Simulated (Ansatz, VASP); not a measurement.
# Two plane-wave programs on Te2Pt

```
Te Pt
1.0
     4.02257    0.00000    0.00000
    -2.01129    3.48365    0.00000
     0.00000    0.00000   29.36000
Te Pt
2 1
Direct
  0.33333 0.66667 0.23840
  0.66667 0.33333 0.33312
  0.00000 0.00000 0.28576
```

Alike in both runs: functional PBE; k mesh 12 × 12 × 1; occupations gaussian, width 0.03 eV; no spin polarisation.

Ansatz relaxed the structure, and its values are those at the end. VASP's run is a single point on that final structure, the one shown.

|  | VASP | Ansatz |
| --- | --- | --- |
| version | VASP 6.6.1 | Ansatz 0.2.0 |
| potentials or method | VASP PAW PBE potentials, release 64 (Te, Pt), cutoff 400 eV | scalar-relativistic, plane waves, PAW |
| valence electrons in the cell | 22 | 50 |

Ansatz gave:

| Quantity | Value |
| --- | --- |
| gap on the k mesh at the Fermi level (eV) | 0.79 |
| least direct gap on the mesh (eV) | 1.19 |
| rms of the force components (eV/Å) | 0.000 |

Q: Estimate VASP's values.

A: gap on the k mesh at the Fermi level (eV): 0.79; least direct gap on the mesh (eV): 1.18; rms of the force components (eV/Å): 0.009.

VASP's potentials hold 22 valence electrons a cell and Ansatz's 50, so a difference there can come from the potentials and not from the codes. Ansatz's warnings: slab cell height set, structure snapped to symmetry.

Neither program's run includes spin-orbit coupling.
